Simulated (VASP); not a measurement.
# Pb (P6_3/mmc) in VASP: notebook, part 2 of 2

VASP 6.6.1. Earlier steps stand in the parts before.

**4. Relaxation of cell and atoms, r2SCAN**

This run uses another cell than the first one, of 27.55 Å³/atom.

POSCAR reads:

```
Pb
1.0
    3.4089596583      0.0000000000      0.0000000000
   -1.7044798292      2.9522456646      0.0000000000
    0.0000000000      0.0000000000      5.4758863477
Pb
2
Direct
    0.3333333333      0.6666666667      0.2500000000
    0.6666666667      0.3333333333      0.7500000000
```

INCAR.step1 reads:

```
  PREC = Accurate
  ENCUT = 600
  ISMEAR = -1
  SIGMA = 0.05
  LREAL = False
  LASPH = True
  NELM = 60
  GGA = PE
  ALGO = Normal
  EDIFF = 1E-4
  LWAVE = True
  LCHARG = False
```

INCAR.step2 reads:

```
  PREC = Accurate
  ENCUT = 600
  EDIFF = 1E-7
  ISMEAR = -1
  SIGMA = 0.05
  LREAL = False
  LASPH = True
  NELM = 60
  ALGO = Normal
  ISIF = 3
  LWAVE = False
  LCHARG = False
  METAGGA = R2SCAN
  LMIXTAU = True
  IBRION = 2
  NSW = 100
  EDIFFG = -0.005
  ISTART = 1
```

KPOINTS reads:

```
regular mesh
0
Gamma
  11 11 6
```

Potentials or basis: VASP PAW PBE potentials, release 64 (Pb_d).

The run is started by

```console
cat potpaw_PBE.64/Pb_d/POTCAR > POTCAR
cp INCAR.step1 INCAR
mpirun -np 1 vasp_std > vasp.out
cp INCAR.step2 INCAR
mpirun -np 1 vasp_std > vasp.out
```

OUTCAR:

```text
PREC = Accurate
   ENCUT = 600
   EDIFF = 1E-7
   ISMEAR = -1
   LREAL = False
   LASPH = True
   NELM = 60
   ISIF = 3
   METAGGA = R2SCAN
   IBRION = 2
   NSW = 100
   EDIFFG = -0.005
   ISTART = 1

 ion  position               nearest neighbor table
   1  0.333  0.667  0.250-   2 3.37   2 3.37   2 3.37   2 3.37   2 3.37   2 3.37
   2  0.667  0.333  0.750-   1 3.37   1 3.37   1 3.37   1 3.37   1 3.37   1 3.37

  LATTYP: Found a hexagonal cell.
 ALAT       =     3.4089596583
 C/A-ratio  =     1.6063218391

  Lattice vectors:

 A1 = (   3.4089596583,   0.0000000000,   0.0000000000)
 A2 = (  -1.7044798292,   2.9522456646,   0.0000000000)
 A3 = (   0.0000000000,   0.0000000000,   5.4758863477)

Analysis of symmetry for initial positions (statically):
=====================================================================
 Subroutine PRICEL returns:
 Original cell was already a primitive cell.
[... 470 lines left out ...]

 E-fermi :   6.9449     XC(G=0): -10.8422

 val. band max:        6.8686591289   @ k =   0.3636   0.1818   0.3333
 cond. band min:       7.0663391026   @ k =   0.1818   0.1818   0.3333
 fundamental gap:      0.1976799737
 Fermi energy:         6.9448516634

 k-point     1 :       0.0000    0.0000    0.0000
  band No.  band energies     occupation
      1     -10.7118      2.00000
      2     -10.6895      2.00000
      3     -10.6665      2.00000
      4     -10.6665      2.00000
      5     -10.6467      2.00000
      6     -10.6467      2.00000
[... 481 lines left out ...]
      5     -10.6129      2.00000
      6     -10.5684      2.00000
[... 10 lines left out ...]
     17      12.5573      0.00000
     18      13.1788      0.00000

 [... further k-points ...]

------------------------ aborting loop because EDIFF is reached ----------------------------------------

  FORCE on cell =-STRESS in cart. coord.  units (eV):
  Direction    XX          YY          ZZ          XY          YZ          ZX
  --------------------------------------------------------------------------------------
  -------------------------------------------------------------------------------------
  Total       -0.0015044     -0.0015044      0.0018532      0.0000000      0.0000000     -0.0000000
  in kB       -0.0390994     -0.0390994      0.0481663      0.0000000      0.0000000     -0.0000000
  external PRESSURE =      -0.0100108 kB  Pullay stress =       0.0000000 kB
[... 17 lines left out ...]
  FREE ENERGIE OF THE ION-ELECTRON SYSTEM (eV)
  ---------------------------------------------------
  free  energy   TOTEN  =      -112.5448199469 eV

  energy  without entropy=     -112.5384655770  energy(sigma->0) =     -112.54164276

 reached required accuracy - stopping structural energy minimisation
```

OSZICAR.step1:

```text
N       E                     dE             d eps       ncg     rms          rms(c)
DAV:   1     0.294950336022E+03    0.29495E+03   -0.16082E+04  2304   0.217E+03
DAV:   2     0.124334264829E+02   -0.28252E+03   -0.27897E+03  2306   0.461E+02
DAV:   3    -0.642599500565E+01   -0.18859E+02   -0.18590E+02  2880   0.150E+02
DAV:   4    -0.693631576944E+01   -0.51032E+00   -0.50944E+00  2810   0.276E+01
DAV:   5    -0.695594582870E+01   -0.19630E-01   -0.19629E-01  2832   0.485E+00    0.903E-01
DAV:   6    -0.693066256030E+01    0.25283E-01   -0.44426E-02  3044   0.331E+00    0.438E-01
DAV:   7    -0.692338134228E+01    0.72812E-02   -0.18483E-02  3002   0.210E+00    0.126E-01
DAV:   8    -0.692299981516E+01    0.38153E-03   -0.12106E-03  2966   0.530E-01    0.135E-02
DAV:   9    -0.692299273998E+01    0.70752E-05   -0.39459E-05  1260   0.118E-01
   1 F= -.69229927E+01 E0= -.69199341E+01  d E =-.611725E-02
```

Wall time 46 min (1 thread of Intel Xeon 8259CL, shared host); peak memory 0.26 GiB.

Results:

```
Free energy                           : -112.5448 eV
Relaxed volume                        : 30.82 Å³/atom
Relaxed cell                          : a = 3.504 Å, b = 3.504 Å, c = 5.797 Å, α = 90.00°, β = 90.00°, γ = 120.00°
Space group after relaxing (to 0.1 Å) : P6_3/mmc (No. 194)
Energy gained by relaxing             : 67.2 meV/atom
Ionic steps                           : 9
Pressure after relaxing               : 0.0 GPa
Band gap on the k mesh                : zero (bands 14 and 15 overlap by 7.49 eV)
```

Step by step:
| step | energy change (eV) | largest force (eV/Å) | pressure (GPa) | volume (Å³) |
| --- | --- | --- | --- | --- |
| 1 | 0.0000 | 0.0000 | 6.87 | 55.11 |
| 2 | -0.1095 | 0.0000 | -2.18 | 65.08 |
| 3 | -0.1330 | 0.0000 | -0.05 | 61.74 |
| 4 | -0.1330 | 0.0000 | -0.16 | 61.87 |
| 5 | -0.1341 | 0.0000 | -0.10 | 61.78 |
| 6 | -0.1345 | 0.0000 | -0.05 | 61.71 |
| 7 | -0.1345 | 0.0000 | -0.05 | 61.71 |
| 8 | -0.1345 | 0.0000 | 0.02 | 61.62 |
| 9 | -0.1345 | 0.0000 | 0.00 | 61.64 |

Final structure:
```
Pb
1.0
     3.50425    0.00000    0.00000
    -1.75213    3.03477    0.00000
     0.00000    0.00000    5.79662
Pb
2
Direct
  0.33333 0.66667 0.25000
  0.66667 0.33333 0.75000
```

Caveat: the PAW data sets were made with another functional, which shifts forces and pressure a little; spin-orbit coupling is left out, which moves the levels of the heavy elements.

**5. Relaxation of cell and atoms, r2SCAN, collinear spin, zero start**

This run uses another cell than the first one, of 27.55 Å³/atom.

POSCAR is that of step 4.

INCAR.step1 reads:

```
SYSTEM = Pb
ALGO = Normal
EDIFF = 1E-4
ENCUT = 600
GGA = PE
ISMEAR = -1
ISPIN = 2
LASPH = .TRUE.
LCHARG = .FALSE.
LREAL = .FALSE.
LWAVE = .TRUE.
MAGMOM = 0 0
NELM = 150
PREC = Accurate
SIGMA = 0.05
```

INCAR.step2 reads:

```
SYSTEM = Pb
ALGO = Normal
EDIFF = 1E-6
EDIFFG = -0.005
ENCUT = 600
IBRION = 2
ISIF = 3
ISMEAR = -1
ISPIN = 2
ISTART = 1
LASPH = .TRUE.
LCHARG = .FALSE.
LMIXTAU = .TRUE.
LORBIT = 11
LREAL = .FALSE.
LWAVE = .FALSE.
MAGMOM = 0 0
METAGGA = R2SCAN
NELM = 150
NSW = 100
PREC = Accurate
SIGMA = 0.05
```

KPOINTS reads:

```
k-points
0
G
  11 11 6
  0 0 0
```

Potentials or basis: VASP PAW PBE potentials, release 64 (Pb_d).

The run is started by

```console
cat potpaw_PBE.64/Pb_d/POTCAR > POTCAR
cp INCAR.step1 INCAR
mpirun -np 1 vasp_std > vasp.out
cp INCAR.step2 INCAR
mpirun -np 1 vasp_std > vasp.out
```

OUTCAR:

```text
SYSTEM = Pb
   EDIFF = 1E-6
   EDIFFG = -0.005
   ENCUT = 600
   IBRION = 2
   ISIF = 3
   ISMEAR = -1
   ISPIN = 2
   ISTART = 1
   LASPH = .TRUE.
   LORBIT = 11
   LREAL = .FALSE.
   METAGGA = R2SCAN
   NELM = 150
   NSW = 100
   PREC = Accurate

 ion  position               nearest neighbor table
   1  0.333  0.667  0.250-   2 3.37   2 3.37   2 3.37   2 3.37   2 3.37   2 3.37
   2  0.667  0.333  0.750-   1 3.37   1 3.37   1 3.37   1 3.37   1 3.37   1 3.37

  LATTYP: Found a hexagonal cell.
 ALAT       =     3.4089596583
 C/A-ratio  =     1.6063218391

  Lattice vectors:

 A1 = (   3.4089596583,   0.0000000000,   0.0000000000)
 A2 = (  -1.7044798292,   2.9522456646,   0.0000000000)
 A3 = (   0.0000000000,   0.0000000000,   5.4758863477)

Analysis of symmetry for initial positions (statically):
=====================================================================
[... 397 lines left out ...]
 cond. band min:       7.0632162411   @ k =   0.1818   0.1818   0.3333
 fundamental gap:      0.1968791856
 Fermi energy:         6.9421409282

 spin component 1

 k-point     1 :       0.0000    0.0000    0.0000
  band No.  band energies     occupation
      1     -10.7148      1.00000
      2     -10.6926      1.00000
      3     -10.6696      1.00000
      4     -10.6696      1.00000
      5     -10.6498      1.00000
      6     -10.6498      1.00000
[... 493 lines left out ...]
     17      12.5526      0.00000
     18      13.1731      0.00000

 [... further k-points ...]

 spin component 2

 k-point     1 :       0.0000    0.0000    0.0000
  band No.  band energies     occupation
      1     -10.7148      1.00000
      2     -10.6926      1.00000
      3     -10.6696      1.00000
      4     -10.6696      1.00000
      5     -10.6498      1.00000
      6     -10.6498      1.00000
[... 524 lines left out ...]
  FREE ENERGIE OF THE ION-ELECTRON SYSTEM (eV)
  ---------------------------------------------------
  free  energy   TOTEN  =      -112.5448177929 eV

  energy  without entropy=     -112.5384590800  energy(sigma->0) =     -112.54163844

 reached required accuracy - stopping structural energy minimisation

 total charge

# of ion       s       p       d       tot
------------------------------------------
    1        1.383   0.758   9.797  11.938
    2        1.383   0.758   9.797  11.938
--------------------------------------------------
tot          2.765   1.516  19.595  23.876

 magnetization (x)

# of ion       s       p       d       tot
------------------------------------------
    1       -0.000   0.000   0.000  -0.000
    2       -0.000   0.000   0.000  -0.000
--------------------------------------------------
tot         -0.000   0.000   0.000  -0.000
```

OSZICAR.step1:

```text
N       E                     dE             d eps       ncg     rms          rms(c)
DAV:   1     0.293899185369E+03    0.29390E+03   -0.16087E+04  4608   0.217E+03
DAV:   2     0.124368480630E+02   -0.28146E+03   -0.27801E+03  4610   0.460E+02
DAV:   3    -0.641863867814E+01   -0.18855E+02   -0.18577E+02  5750   0.150E+02
DAV:   4    -0.693608643214E+01   -0.51745E+00   -0.51618E+00  5646   0.277E+01
DAV:   5    -0.695584885070E+01   -0.19762E-01   -0.19761E-01  5678   0.489E+00    0.906E-01
DAV:   6    -0.693064500750E+01    0.25204E-01   -0.46066E-02  6104   0.333E+00    0.437E-01
DAV:   7    -0.692338645724E+01    0.72586E-02   -0.18158E-02  6020   0.207E+00    0.126E-01
DAV:   8    -0.692298797760E+01    0.39848E-03   -0.11158E-03  5750   0.497E-01    0.294E-02
DAV:   9    -0.692299444731E+01   -0.64697E-05   -0.15304E-05  2504   0.589E-02
   1 F= -.69229944E+01 E0= -.69199354E+01  d E =-.611808E-02  mag=    -0.0000
```

Wall time 86 min (1 thread of Oxide Virtual Turin-like, shared host); peak memory 0.29 GiB.

What came out:

| Quantity | Value |
| --- | --- |
| Free energy | -112.5448 eV |
| Relaxed volume | 30.83 Å³/atom |
| Relaxed cell | a = 3.504 Å, b = 3.504 Å, c = 5.798 Å, α = 90.00°, β = 90.00°, γ = 120.00° |
| Space group after relaxing (to 0.1 Å) | P6_3/mmc (No. 194) |
| Energy gained by relaxing | 67.2 meV/atom |
| Ionic steps | 10 |
| Pressure after relaxing | 0.0 GPa |
| Band gap on the k mesh | zero (filled and empty bands overlap) |
| Net moment | 0.00 μB per cell |
| Valence electrons inside the program's atomic spheres | Pb 11.94 |

Step by step:
```csv
step,energy change (eV),largest force (eV/Å),pressure (GPa),volume (Å³)
1,0.0000,0.0000,6.87,55.11
2,-0.1095,0.0000,-2.15,65.08
3,-0.1330,0.0000,-0.06,61.74
4,-0.1330,0.0000,-0.15,61.87
5,-0.1341,0.0000,-0.10,61.78
6,-0.1345,0.0000,-0.05,61.71
7,-0.1345,0.0000,-0.06,61.71
8,-0.1345,0.0000,0.02,61.61
9,-0.1345,0.0000,0.03,61.64
10,-0.1345,0.0000,0.01,61.66
```

Final structure:
```
Pb
1.0
     3.50448    0.00000    0.00000
    -1.75224    3.03497    0.00000
     0.00000    0.00000    5.79751
Pb
2
Direct
  0.33333 0.66667 0.25000
  0.66667 0.33333 0.75000
```

Caveat: the PAW data sets were made with another functional, which shifts forces and pressure a little; spin-orbit coupling is left out, which moves the levels of the heavy elements. Zero-point motion and thermal expansion aren't in these numbers.

**6. Summary**

| task | spin | cell | cutoff (eV) | gap on the mesh (eV) | pressure (GPa) | moment (μB) | relaxed volume (Å³/atom) |
| --- | --- | --- | --- | --- | --- | --- | --- |
| single point | off | a = 3.504, b = 3.504, c = 5.796 Å, angles 90.0, 90.0, 120.0°, 2 atoms | 520 | none | 0.0 | - | - |
| single point | collinear, zero start | a = 3.504, b = 3.504, c = 5.796 Å, angles 90.0, 90.0, 120.0°, 2 atoms | 520 | none | 0.0 | 0.00 | - |
| relaxation of cell and atoms | off | relaxed from a = 3.409, b = 3.409, c = 5.476 Å, angles 90.0, 90.0, 120.0°, 2 atoms | 600 | none | 0.0 | - | 30.82 |
| relaxation of cell and atoms | collinear, zero start | relaxed from a = 3.409, b = 3.409, c = 5.476 Å, angles 90.0, 90.0, 120.0°, 2 atoms | 600 | none | 0.0 | 0.00 | 30.83 |

Alike in all rows: level r2SCAN; potentials or basis VASP PAW PBE potentials, release 64 (Pb_d); k mesh 11 × 11 × 6; smearing fermi-dirac 0.05 eV.

Caveats: the PAW data sets were made with another functional, which shifts forces and pressure a little; spin-orbit coupling is left out, which moves the levels of the heavy elements.

Absolute energies hang on the potentials; compare differences alone.

The gap in the log of VASP goes by the Fermi energy; the results here count the filled bands.